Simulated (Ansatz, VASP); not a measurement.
RbY2: VASP beside Ansatz

```
Rb Y
1.0
     0.00000    4.07403    4.07403
     4.07403    0.00000    4.07403
     4.07403    4.07403    0.00000
Rb Y
1 2
Direct
  0.00000 0.00000 0.00000
  0.25000 0.25000 0.25000
  0.75000 0.75000 0.75000
```

Alike in both runs: task relaxation of cell and atoms; functional PBE; k mesh 10 × 10 × 10; occupations gaussian, width 0.1 eV; no spin polarisation.

|  | VASP | Ansatz |
| --- | --- | --- |
| version | VASP 6.6.1 | Ansatz 0.2.0 |
| potentials or method | VASP PAW PBE potentials, release 64 (Rb_sv, Y_sv), cutoff 600 eV | scalar-relativistic, plane waves, PAW |
| valence electrons in the cell | 31 | 31 |

VASP gave:

| Item | Value |
| --- | --- |
| gap on the k mesh at the Fermi level, each at its own relaxed structure (eV) | none |
| relaxed volume (Å³/atom) | 44.52 |
| relaxed length of the cell vector where the two differ most in proportion (Å) | 5.737 |

Question: Estimate Ansatz's values.

Answer: gap on the k mesh at the Fermi level, each at its own relaxed structure (eV): none; relaxed volume (Å³/atom): 44.44; relaxed length of the cell vector where the two differ most in proportion (Å): 5.734.

A gap of «none» marks a metal or a gap that the smearing closes.
